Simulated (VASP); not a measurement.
MnSi6, 7 atoms in the cell. It takes space group Pm-3m (No. 221, cubic). The conventional cell has a = 6.014 Å, b = 6.014 Å, c = 6.014 Å, α = 90.00°, β = 90.00°, γ = 90.00°. Mn (site symmetry m-3m) has 24 Si at 4.44 Å and 6 Mn at 6.01 Å within 6.1 Å. Within 3.3 Å of Si (site symmetry 4mm) lie 5 Si at 2.46 to 2.53 Å. 

| Item | Value |
| --- | --- |
| Program | VASP 6.6.1 |
| Task | single point |
| Functional | PBE |
| Potentials or basis | VASP PAW PBE potentials, release 64 (Mn_pv, Si) |
| Cutoff | 520 eV |
| k mesh | 6 × 6 × 6 |
| Occupations | gaussian, width 0.1 eV |
| Spin | collinear spin, ferromagnetic start |
| Starting moments | [5.5, 0.0, 0.0, 0.0, 0.0, 0.0, 0.0] μB |
| Dipole correction | no |
| Further INCAR settings | ALGO = Normal; EDIFF = 1e-06; NBANDS = 32 |

Potentials or basis: VASP PAW PBE potentials, release 64 (Mn_pv, Si).

Command:

```sh
$ cat potpaw_PBE.64/Mn_pv/POTCAR potpaw_PBE.64/Si/POTCAR > POTCAR
$ mpirun -np 1 vasp_std > vasp.out
```

Hardware: 1 thread of AMD EPYC 7571 (shared host).

Estimate the wall time of this run.

Wall time 19 min on 1 thread of AMD EPYC 7571, with other jobs on the host, peak memory 0.47 GiB. Counts: scf iterations 20, k points 20.
